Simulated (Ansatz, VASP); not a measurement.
Two plane-wave programs on Rb

```
Rb
1.0
    -2.86308    2.86308    2.86308
     2.86308   -2.86308    2.86308
     2.86308    2.86308   -2.86308
Rb
1
Direct
  0.00000 0.00000 0.00000
```

Alike in both runs: task single point; functional PBE; k mesh 10 × 10 × 10; occupations gaussian, width 0.1 eV; no spin polarisation.

|  | VASP | Ansatz |
| --- | --- | --- |
| version | VASP 6.6.1 | Ansatz 0.2.0 |
| potentials or method | VASP PAW PBE potentials, release 64 (Rb_sv), cutoff 520 eV | scalar-relativistic, plane waves, PAW |
| valence electrons in the cell | 9 | 9 |

```csv
,VASP,Ansatz,Ansatz less VASP
gap on the k mesh at the Fermi level (eV),none,none,-
pressure (GPa),-0.1,-0.1,0.00
```

A gap of «none» marks a metal or a gap that the smearing closes. The functional is the same, so the differences come from potentials, cutoffs and numerics.
